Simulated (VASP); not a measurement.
Runs of VASP 6.6.1 on CdF2. The structure is that of space group P-3m1 (No. 164), or close to it. The cells are those of the table. 

| task | cell | cutoff (eV) | gap on the mesh (eV) | pressure (GPa) | largest force (eV/Å) |
| --- | --- | --- | --- | --- | --- |
| relaxation of cell and atoms | relaxed to 20 GPa from a = 3.190, b = 3.190, c = 5.104 Å, angles 90.0, 90.0, 120.0°, 3 atoms | 600 | 3.23 | 20.1 | - |
| relaxation of cell and atoms | relaxed to 5 GPa from a = 3.190, b = 3.190, c = 5.104 Å, angles 90.0, 90.0, 120.0°, 3 atoms | 600 | 3.41 | 5.1 | 0.01 |
| relaxation of cell and atoms | relaxed from a = 3.190, b = 3.190, c = 5.104 Å, angles 90.0, 90.0, 120.0°, 3 atoms | 600 | 3.65 | -0.1 | 0.01 |
| single point | a = 3.495, b = 3.495, c = 3.635 Å, angles 90.0, 90.0, 120.0°, 3 atoms | 520 | 3.46 | (b) | 0.11 |
| single point | a = 3.511, b = 3.511, c = 4.151 Å, angles 90.0, 90.0, 120.0°, 3 atoms | 520 | (a) | 1.1 | 0.09 |

Alike in all rows: level r2SCAN; potentials or basis VASP PAW PBE potentials, release 64 (Cd, F); no spin polarisation; k mesh 5 × 5 × 3; smearing gaussian 0.01 eV.

Question: Fill in the values left out.

Answer: (a) 3.73; (b) 6.4.

Caveats: all runs use coarse meshes; the PAW data sets were made with another functional, which shifts forces and pressure a little; the cell is relaxed towards a set pressure, so the enthalpy falls and the energy may rise (some runs).

A k mesh can miss the band edges, and the runs leave out spin-orbit coupling on Cd.
